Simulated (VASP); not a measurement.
# Li8BrCl7 (P1) in VASP: relaxation of volume and atoms at fixed shape with PBEsol

Aim: the relaxation of volume and atoms at fixed shape of Li8BrCl7 with PBEsol.

Program: VASP 6.6.1. These are calculated values, not measurements. Logs are shortened: lines on timing, memory, paths and dates and some standing lists are left out, and cuts for length are marked.

### Step 1. The cell of the first run

The typed cell holds 64 atoms: a = 10.215 Å, b = 10.215 Å, c = 10.215 Å, α = 90.00°, β = 90.00°, γ = 90.00°.

### Step 2. Relaxation of volume and atoms at fixed shape, PBEsol

Input file INCAR:

```
SYSTEM = Li8BrCl7
PREC     = Accurate       ! precision mode
ENCUT    = 600            ! plane-wave cutoff, eV
EDIFF    = 1E-6           ! SCF threshold, eV
ISMEAR   = -1             ! smearing method
SIGMA    = 0.05           ! smearing width, eV
LREAL    = Auto         
LASPH    = .TRUE.         ! aspherical terms in the spheres
NELM     = 60             ! most SCF steps
ALGO     = Normal         ! electronic algorithm
ISIF     = 8              ! what is computed and relaxed
LWAVE    = .FALSE.        ! write WAVECAR
LCHARG   = .FALSE.        ! write CHGCAR
GGA      = PS             ! functional
IBRION   = 2              ! ionic algorithm
NSW      = 100            ! ionic steps
EDIFFG   = -0.03          ! ionic threshold
ISYM     = 0            
LUSENCCL = .FALSE.
```

Input file KPOINTS:

```
Automatic mesh
0
Gamma
  1 1 1
  0.25 0.25 0.25
```

Input file POSCAR:

```
Li8BrCl7
1.0
   10.2154990000      0.0000000000      0.0000000000
    0.0000000000     10.2154990000      0.0000000000
    0.0000000000      0.0000000000     10.2154990000
Br Cl Li
4 28 32
Direct
    0.2501540000      0.9991730000      0.9955260000
    0.0012550000      0.9996790000      0.2508290000
    0.5018660000      0.0003920000      0.7497970000
    0.7497910000      0.7501010000      0.7484470000
    0.2516070000      0.9997010000      0.5009870000
    0.2521900000      0.4987970000      0.0023530000
    0.2463390000      0.5025460000      0.5050630000
    0.7500490000      0.9997360000      0.0017120000
    0.7506080000      0.9986240000      0.5025690000
    0.7520940000      0.4978640000      0.0012870000
    0.7493260000      0.5007570000      0.4988870000
    0.9963600000      0.2530070000      0.0024320000
    0.9980050000      0.2477780000      0.5011370000
    0.0012970000      0.7493540000      0.0013160000
    0.9971780000      0.7499050000      0.4970930000
    0.4980320000      0.2489260000      0.0000630000
    0.4992920000      0.2504520000      0.4972260000
    0.5043450000      0.7494460000      0.9964690000
    0.4985470000      0.7517170000      0.5012530000
    0.0014370000      0.0003220000      0.7522570000
    0.9989860000      0.4986240000      0.2517500000
    0.9981300000      0.5000050000      0.7492930000
    0.4986400000      0.0026050000      0.2503890000
    0.4969300000      0.4972170000      0.2484230000
    0.5011700000      0.5001600000      0.7505060000
    0.2482400000      0.2529760000      0.2516620000
    0.2512120000      0.2495880000      0.7515040000
    0.2496640000      0.7502110000      0.2495050000
    0.2512710000      0.7494720000      0.7519250000
    0.7519530000      0.2488300000      0.2525740000
    0.7511170000      0.2508720000      0.7526560000
    0.7487430000      0.7486530000      0.2506970000
    0.9983740000      0.0025630000      0.0011590000
    0.9980270000      0.0008620000      0.5042320000
    0.0002440000      0.4997850000      0.9993540000
    0.0022180000      0.4996420000      0.5011790000
    0.5028180000      0.9992910000      0.9995040000
    0.4962620000      0.9990150000      0.4984500000
    0.4989410000      0.5008160000      0.0011780000
    0.5003860000      0.4975680000      0.4983650000
    0.2489830000      0.2531680000      0.0001870000
    0.2518540000      0.2470110000      0.5020350000
    0.2513420000      0.7483670000      0.0002230000
    0.2493210000      0.7481040000      0.5009260000
    0.7486280000      0.2528820000      0.0029890000
    0.7483830000      0.2495280000      0.4969620000
    0.7513250000      0.7462320000      0.0007170000
    0.7494450000      0.7485940000      0.4987610000
    0.2503310000      0.0042760000      0.2511800000
    0.2472800000      0.0005320000      0.7508820000
    0.2481940000      0.5024790000      0.2475430000
    0.2515220000      0.5010750000      0.7484230000
    0.7510270000      0.0012870000      0.2484340000
    0.7505700000      0.0000430000      0.7474380000
    0.7519090000      0.4966290000      0.2474010000
    0.7519070000      0.4997920000      0.7501410000
    0.0022460000      0.2493840000      0.2500020000
    0.0000890000      0.2483280000      0.7505150000
    0.0006780000      0.7455370000      0.2524150000
    0.0017520000      0.7503630000      0.7509600000
    0.5013450000      0.2491870000      0.2505410000
    0.5004770000      0.2497330000      0.7484840000
    0.4971410000      0.7519730000      0.2506420000
    0.4964790000      0.7489260000      0.7522180000
```

Potentials or basis: VASP PAW PBE potentials, release 64 (Br, Cl, Li_sv).

Launch:

```sh
$ cat potpaw_PBE.64/Br/POTCAR potpaw_PBE.64/Cl/POTCAR potpaw_PBE.64/Li_sv/POTCAR > POTCAR
$ mpirun -np 1 vasp_std > vasp.out
```

OUTCAR:

```text
SYSTEM = Li8BrCl7
   PREC = Accurate
   ENCUT = 600
   EDIFF = 1E-6
   ISMEAR = -1
   LREAL = Auto
   LASPH = .TRUE.
   NELM = 60
   ISIF = 8
   GGA = PS
   IBRION = 2
   NSW = 100
   EDIFFG = -0.03
   ISYM = 0

 ion  position               nearest neighbor table
   1  0.250  0.999  0.996-  50 2.50  43 2.56  33 2.57  37 2.58  41 2.60  49 2.61
   2  0.001  1.000  0.251-  49 2.54  33 2.55  57 2.55  53 2.56  34 2.59  59 2.60
   3  0.502  0.000  0.750-  54 2.54  62 2.55  37 2.55  38 2.57  64 2.57  50 2.60
   4  0.750  0.750  0.748-  48 2.55  54 2.55  56 2.56  60 2.57  47 2.58  64 2.59
   5  0.252  1.000  0.501-  38 2.50  42 2.53  49 2.55  50 2.55  44 2.57  34 2.59
   6  0.252  0.499  0.002-  51 2.51  41 2.51  39 2.52  43 2.55  35 2.57  52 2.59
[... 56 lines left out ...]
  63  0.497  0.752  0.251-  28 2.53  19 2.56  23 2.56  32 2.57  18 2.60  24 2.60
  64  0.496  0.749  0.752-  18 2.50  29 2.50  25 2.54  19 2.56   3 2.57   4 2.59

IMPORTANT INFORMATION: All symmetrisations will be switched off!
NOSYMM: (Re-)initialisation of all symmetry stuff for point group C_1.

----------------------------------------------------------------------------------------

                                     Primitive cell

  volume of cell :    1066.0529

  direct lattice vectors                    reciprocal lattice vectors
    10.215499000  0.000000000  0.000000000     0.097890470  0.000000000  0.000000000
     0.000000000 10.215499000  0.000000000     0.000000000  0.097890470  0.000000000
     0.000000000  0.000000000 10.215499000     0.000000000  0.000000000  0.097890470

  length of vectors
    10.215499000 10.215499000 10.215499000     0.097890470  0.097890470  0.097890470

  position of ions in fractional coordinates (direct lattice)
     0.250154000  0.999173000  0.995526000
     0.001255000  0.999679000  0.250829000
     0.501866000  0.000392000  0.749797000
     0.749791000  0.750101000  0.748447000
     0.251607000  0.999701000  0.500987000
     0.252190000  0.498797000  0.002353000
[... 56 lines left out ...]
     0.497141000  0.751973000  0.250642000
     0.496479000  0.748926000  0.752218000

  ion indices of the primitive-cell ions
   primitive index   ion index
                 1           1
                 2           2
                 3           3
                 4           4
                 5           5
                 6           6
[... 56 lines left out ...]
                63          63
                64          64

----------------------------------------------------------------------------------------

 KPOINTS: Automatic mesh

Automatic generation of k-mesh.
 Grid dimensions read from file:
 generate k-points for:    1    1    1

 Generating k-lattice:

  Cartesian coordinates                     Fractional coordinates (reciprocal lattice)
     0.097890470  0.000000000  0.000000000     1.000000000  0.000000000  0.000000000
     0.000000000  0.097890470  0.000000000     0.000000000  1.000000000  0.000000000
     0.000000000  0.000000000  0.097890470     0.000000000  0.000000000  1.000000000

  Length of vectors
     0.097890470  0.097890470  0.097890470

  Shift w.r.t. Gamma in fractional coordinates (k-lattice)
     0.250000000  0.250000000  0.250000000

 Subroutine IBZKPT returns following result:
 ===========================================

 Found      4 irreducible k-points:

 Following reciprocal coordinates:
            Coordinates               Weight
  0.250000  0.250000  0.250000      2.000000
 -0.250000  0.250000  0.250000      2.000000
 -0.250000 -0.250000  0.250000      2.000000
  0.250000 -0.250000  0.250000      2.000000
   k-points           NKPTS =      4   k-points in BZ     NKDIM =      4   number of bands    NBANDS=    193
   number of dos      NEDOS =    301   number of ions     NIONS =     64
   total plane-waves  NPLWV = 592704
   dimension x,y,z NGX =    84 NGY =   84 NGZ =   84
   dimension x,y,z NGXF=   168 NGYF=  168 NGZF=  168
   ions per type =               4  28  32
   NGX,Y,Z   is equivalent  to a cutoff of  13.67, 13.67, 13.67 a.u.
   NGXF,Y,Z  is equivalent  to a cutoff of  27.34, 27.34, 27.34 a.u.
 SYSTEM =  Li8BrCl7
   PREC   = accura    normal or accurate (medium, high low for compatibility)
   ISTART =      0    job   : 0-new  1-cont  2-samecut
   ICHARG =      2    charge: 1-file 2-atom 10-const
   ISPIN  =      1    spin polarized calculation?
   LNONCOLLINEAR =      F non collinear calculations
   LSORBIT =      F    spin-orbit coupling
   LASPH  =      T    aspherical Exc in radial PAW
   ENCUT  =  600.0 eV  44.10 Ry    6.64 a.u.  20.40 20.40 20.40*2*pi/ulx,y,z
   NELM   =     60;   NELMIN=  2; NELMDL= -5     # of ELM steps
   EDIFF  = 0.1E-05   stopping-criterion for ELM
   LREAL  =      T    real-space projection
   EDIFFG = -.3E-01   stopping-criterion for IOM
   NSW    =    100    number of steps for IOM
   IBRION =      2    ionic relax: 0-MD 1-quasi-New 2-CG
   NFREE  =      1    steps in history (QN), initial steepest desc. (CG)
   ISIF   =      8    stress and relaxation
   ISYM   =      0    0-nonsym 1-usesym 2-fastsym
   POTIM  = 0.5000    time-step for ionic-motion
   TEBEG  =    0.0;   TEEND  =   0.0 temperature during run
   PSTRESS=    0.0 pullay stress
   NELECT =     320.0000    total number of electrons
   NUPDOWN=      -1.0000    fix difference up-down
   EMIN   =  10.00;   EMAX   =-10.00  energy-range for DOS
   EFERMI =   0.00;   METHOD = LEGACY
   ISMEAR =    -1;   SIGMA  =   0.05  broadening in eV -4-tet -1-fermi 0-gaus
   EFERMI_NEDOS =   21; number of points for ismear=-14 and -15
   IALGO  =     38    algorithm
   IMIX   =      4    mixing-type and parameters
     AMIX     =   0.40;   BMIX     =  1.00
     AMIX_MAG =   1.60;   BMIX_MAG =  1.00
  volume/ion in A,a.u.               =      16.66       112.41
  Fermi-wavevector in a.u.,A,eV,Ry     =   1.096138  2.071400 16.347652  1.201519
  Thomas-Fermi vector in A             =   2.232475
   LORBIT       =      0    0 simple, 1 ext, 2 COOP (PROOUT), +10 PAW based schemes
   GGA     = PS    functional components
   LHFCALC =     F    Hartree Fock is set to
   AEXX    =    0.0000 exact exchange contribution
   IVDW    =     0    specifies the selected vdW correction
   LEPSILON=     F    determine dielectric tensor
   LRPA    =     F    only Hartree local field effects (RPA)
 conjugate gradient relaxation of ions
 non-spin polarized calculation
  energy-cutoff  :      600.00
  volume of cell :     1066.05
 maximum number of plane-waves:     35613
 NGX is ok and might be reduce to    84
   NGX = 41   NGY = 41   NGZ = 41

--------------------------------------- Ionic step        1  -------------------------------------------

 number of electron     319.9999975 magnetization

 Free energy of the ion-electron system (eV)
  ---------------------------------------------------
  ext. energy  EPLUGINS =         0.00000000
  ---------------------------------------------------
  free energy    TOTEN  =      -241.17124646 eV

  energy without entropy =     -241.17124646  energy(sigma->0) =     -241.17124646

------------------------ aborting loop because EDIFF is reached ----------------------------------------

  FORCE on cell =-STRESS in cart. coord.  units (eV):
  Direction    XX          YY          ZZ          XY          YZ          ZX
  --------------------------------------------------------------------------------------
  -------------------------------------------------------------------------------------
  Total        0.5592453      0.5100521      0.7252601     -0.0382435     -0.0214192     -0.0441993
  in kB        0.8404931      0.7665603      1.0899977     -0.0574764     -0.0321910     -0.0664273
  external PRESSURE =       0.8990171 kB  Pullay stress =       0.0000000 kB
[... 275 lines left out ...]
  FREE ENERGIE OF THE ION-ELECTRON SYSTEM (eV)
  ---------------------------------------------------
  free  energy   TOTEN  =      -241.3344947586 eV

  energy  without entropy=     -241.3344947586  energy(sigma->0) =     -241.33449476

[... ionic steps 4 to 8 ...]

--------------------------------------- Ionic step        9  -------------------------------------------

 number of electron     319.9999941 magnetization

------------------------ aborting loop because EDIFF is reached ----------------------------------------
[... 191 lines left out ...]
--------------------------------------- Ionic step       11  -------------------------------------------

 number of electron     319.9999941 magnetization

 Free energy of the ion-electron system (eV)
  ---------------------------------------------------
  ext. energy  EPLUGINS =         0.00000000
  ---------------------------------------------------
  free energy    TOTEN  =      -241.38786373 eV

  energy without entropy =     -241.38786373  energy(sigma->0) =     -241.38786373

 E-fermi :   2.4416     XC(G=0):  -9.0369

 val. band max:        1.1457154359   @ k =   0.2500   0.2500   0.2500
 cond. band min:       7.3800734812   @ k =   0.2500   0.2500   0.2500
 fundamental gap:      6.2343580453
 Fermi energy:         2.4416314309

 k-point     1 :       0.2500    0.2500    0.2500
  band No.  band energies     occupation
      1     -42.0879      2.00000
      2     -42.0857      2.00000
      3     -42.0848      2.00000
      4     -42.0841      2.00000
      5     -42.0839      2.00000
      6     -42.0835      2.00000
[... 689 lines left out ...]
    171       8.4016      0.00000
    172       8.4948      0.00000
 [bands above 172 left out]

------------------------ aborting loop because EDIFF is reached ----------------------------------------

  FORCE on cell =-STRESS in cart. coord.  units (eV):
  Direction    XX          YY          ZZ          XY          YZ          ZX
  --------------------------------------------------------------------------------------
  -------------------------------------------------------------------------------------
  Total       -0.0737667     -0.1231581     -0.0913345     -0.0207618     -0.0293686      0.0069625
  in kB       -0.1107399     -0.1848873     -0.1371130     -0.0311680     -0.0440887      0.0104522
  external PRESSURE =      -0.1442467 kB  Pullay stress =       0.0000000 kB
[... 79 lines left out ...]
  FREE ENERGIE OF THE ION-ELECTRON SYSTEM (eV)
  ---------------------------------------------------
  free  energy   TOTEN  =      -241.3878637297 eV

  energy  without entropy=     -241.3878637297  energy(sigma->0) =     -241.38786373

 reached required accuracy - stopping structural energy minimisation
```

It took 18 min on 1 × NVIDIA H100 80GB with 1 thread of AMD EPYC 7R13 (Zen 3), shared host; peak memory 2.2 GiB.

What came out:

```
Free energy                           : -241.3879 eV
Relaxed volume                        : 16.68 Å³/atom
Relaxed cell                          : a = 10.219 Å, b = 10.219 Å, c = 10.219 Å, α = 90.00°, β = 90.00°, γ = 90.00°
Space group after relaxing (to 0.1 Å) : P1 (No. 1)
Energy gained by relaxing             : 3.4 meV/atom
Ionic steps                           : 11
Pressure after relaxing               : 0.0 GPa
Largest force after relaxing          : 0.018 eV/Å
Band gap on the k mesh                : 6.23 eV
```

Forces in eV/Å, atoms in the order of the input:
```
Br  -0.001 -0.003  0.009
Br   0.009  0.005 -0.007
Br  -0.002  0.004 -0.004
Br   0.006 -0.001  0.008
Cl   0.008  0.003  0.002
Cl   0.001 -0.001  0.009
Cl  -0.003  0.002  0.006
Cl  -0.001 -0.004  0.007
Cl   0.008  0.000  0.004
Cl   0.003  0.006 -0.004
Cl  -0.006  0.002  0.003
Cl   0.000  0.004  0.005
Cl   0.002 -0.001 -0.011
Cl   0.001  0.002 -0.006
Cl  -0.003  0.000 -0.009
Cl  -0.007 -0.002 -0.002
Cl   0.002  0.006 -0.001
Cl   0.005 -0.004  0.002
Cl   0.001 -0.001 -0.002
Cl   0.003  0.000 -0.009
Cl   0.001 -0.002 -0.002
Cl  -0.001  0.007 -0.002
Cl  -0.012  0.000 -0.004
Cl   0.001 -0.001  0.004
Cl  -0.002 -0.001 -0.005
Cl  -0.001 -0.003 -0.006
Cl   0.006 -0.001 -0.004
Cl  -0.004  0.001 -0.001
Cl   0.000 -0.010 -0.005
Cl   0.001  0.002  0.007
Cl  -0.003  0.005 -0.002
Cl   0.005 -0.003  0.001
Li   0.003 -0.007 -0.005
Li   0.004 -0.002 -0.007
Li  -0.007 -0.005  0.013
Li  -0.011  0.000 -0.011
Li  -0.010  0.000  0.002
Li   0.009  0.005  0.014
Li   0.006  0.000 -0.008
Li   0.009  0.001  0.012
Li   0.003 -0.003  0.009
Li  -0.002  0.010 -0.015
Li  -0.005 -0.002  0.002
Li   0.004  0.001 -0.001
Li   0.008  0.001 -0.001
Li   0.001  0.009 -0.003
Li  -0.010  0.002 -0.005
Li   0.004 -0.006  0.012
Li  -0.003 -0.006 -0.003
Li   0.002  0.000  0.001
Li  -0.002 -0.018  0.004
Li   0.000 -0.001  0.002
Li   0.001  0.009  0.005
Li  -0.007 -0.002  0.002
Li   0.005  0.002  0.010
Li  -0.009  0.008 -0.003
Li  -0.002  0.011 -0.003
Li   0.003  0.003 -0.001
Li   0.006  0.000 -0.002
Li  -0.006 -0.008 -0.003
Li  -0.007  0.005  0.004
Li  -0.008 -0.005  0.004
Li   0.006 -0.012  0.000
Li  -0.002 -0.002 -0.002
```

Step by step:
| step | energy change (eV) | largest force (eV/Å) | pressure (GPa) | volume (Å³) |
| --- | --- | --- | --- | --- |
| 1 | 0.0000 | 0.2895 | 0.09 | 1066.05 |
| 2 | -0.0572 | 0.2406 | 0.02 | 1067.50 |
| 3 | -0.1632 | 0.1071 | -0.16 | 1071.83 |
| 4 | -0.1011 | 0.2763 | -0.40 | 1080.54 |
| 5 | -0.1814 | 0.1170 | -0.25 | 1074.70 |
| 6 | -0.1996 | 0.0845 | -0.01 | 1067.17 |
| 7 | -0.2029 | 0.0663 | 0.17 | 1061.66 |
| 8 | -0.2120 | 0.0411 | 0.09 | 1063.94 |
| 9 | -0.2148 | 0.0340 | 0.03 | 1065.93 |
| 10 | -0.2149 | 0.0387 | 0.02 | 1066.13 |
| 11 | -0.2166 | 0.0180 | -0.01 | 1067.25 |

Final structure:
```xyz
64
Lattice="10.2193 0.0000 0.0000 0.0000 10.2193 0.0000 0.0000 0.0000 10.2193" Properties=species:S:1:pos:R:3 pbc="T T T"
Br    2.5553    0.0023    0.0026
Br   10.2082   10.2162    2.5722
Br    5.1097    0.0086    7.6561
Br    7.6721    7.6511    7.6636
Cl    2.5490   10.2183    5.1116
Cl    2.5550    5.1087    0.0003
Cl    2.5553    5.1059    5.1104
Cl    7.6648    0.0142    0.0147
Cl    7.6576    0.0113    5.0963
Cl    7.6645    5.0926    0.0175
Cl    7.6648    5.0905    5.0954
Cl   10.2065    2.5828   10.2125
Cl   10.2169    2.5678    5.1316
Cl    0.0010    7.6313    0.0098
Cl    0.0124    7.6443    5.1179
Cl    5.1234    2.5846    0.0172
Cl    5.1064    2.5670    5.0979
Cl    5.1089    7.6347    0.0314
Cl    5.0931    7.6452    5.0843
Cl   10.2174    0.0142    7.6604
Cl   10.2190    5.1056    2.5621
Cl    0.0135    5.0934    7.6682
Cl    5.1223    0.0009    2.5691
Cl    5.1084    5.1077    2.5564
Cl    5.0986    5.0964    7.6658
Cl    2.5672    2.5863    2.5757
Cl    2.5412    2.5831    7.6558
Cl    2.5659    7.6353    2.5724
Cl    2.5437    7.6369    7.6558
Cl    7.6511    2.5666    2.5571
Cl    7.6777    2.5664    7.6664
Cl    7.6482    7.6453    2.5581
Li   10.1412    0.0076   10.1689
Li   10.1922   10.2175    5.1802
Li   10.2062    5.1107   10.2031
Li    0.0013    5.1045    5.1351
Li    5.1924   10.2167    0.0607
Li    5.1156   10.2117    5.0466
Li    5.1248    5.1088    0.0206
Li    5.1077    5.1040    5.0868
Li    2.5516    2.6324    0.0041
Li    2.5537    2.5660    5.1226
Li    2.5599    7.5907    0.0234
Li    2.5476    7.6417    5.0976
Li    7.6578    2.5713    0.0239
Li    7.6594    2.5501    5.0932
Li    7.6738    7.6379    0.0796
Li    7.6567    7.6557    5.0310
Li    2.6173    0.0186    2.6347
Li    2.4926    0.0209    7.5906
Li    2.5669    5.1189    2.5722
Li    2.5468    5.0942    7.6457
Li    7.6043    0.0105    2.5682
Li    7.7270    0.0776    7.6439
Li    7.6483    5.0866    2.5549
Li    7.6855    5.0309    7.6607
Li    0.0087    2.6259    2.5647
Li    0.0145    2.5853    7.6732
Li    0.0149    7.5818    2.5643
Li    0.0765    7.6300    7.6741
Li    5.1093    2.5884    2.5542
Li    5.0984    2.6321    7.6641
Li    5.0862    7.6353    2.5577
Li    5.0327    7.5831    7.6698
```

Caveat: the cutoff is under 1.25 times the usual one of these potentials, so pressure, stress and relaxed cells hold a basis-set (Pulay) error; the PAW data sets were made with another functional, which shifts forces and pressure a little; a shifted mesh leaves out Γ, where band edges can lie. A k mesh can miss the band edges.
